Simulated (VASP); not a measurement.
ScSi2:

```
CELL_PARAMETERS angstrom
4.03637 0.00000 0.00000
-2.01818 3.49560 0.00000
0.00000 0.00000 3.60921
ATOMIC_POSITIONS crystal
Sc 0.00000 0.00000 0.00000
Si 0.33333 0.66667 0.50000
Si 0.66667 0.33333 0.50000
```

- Program: VASP 6.6.1
- Task: relaxation of cell and atoms
- Functional: PBE
- Dispersion: D3(BJ)
- Potentials or basis: VASP PAW PBE potentials, release 64 (Sc_sv, Si)
- Cutoff: 600 eV
- k mesh: 12 × 12 × 12
- Occupations: gaussian, width 0.1 eV
- Spin: no spin polarisation

At the start: pressure -4.1 GPa; volume 16.97 Å³/atom.

Problem. Where does the relaxation end?

Solution. Over 5 steps the energy falls by 9.9 meV/atom and the volume is 16.23 Å³/atom (-4.4 %); space group P6/mmm (No. 191, to 0.05 Å).

Step by step:
```
step  energy change (eV)  largest force (eV/Å)  pressure (GPa)  volume (Å³)
   1              0.0000                0.0000           -4.10        50.92
   2             -0.0204                0.0000            2.38        47.79
   3             -0.0280                0.0000            0.00        48.82
   4             -0.0292                0.0000            0.00        48.76
   5             -0.0296                0.0000            0.00        48.69
```

Final structure:
```
Sc Si
1.0
     3.99139    0.00000    0.00000
    -1.99570    3.45665    0.00000
     0.00000    0.00000    3.52919
Sc Si
1 2
Direct
  0.00000 0.00000 0.00000
  0.33333 0.66667 0.50000
  0.66667 0.33333 0.50000
```

Caveat: pairwise dispersion overbinds metals, which lowers pressure and volume.
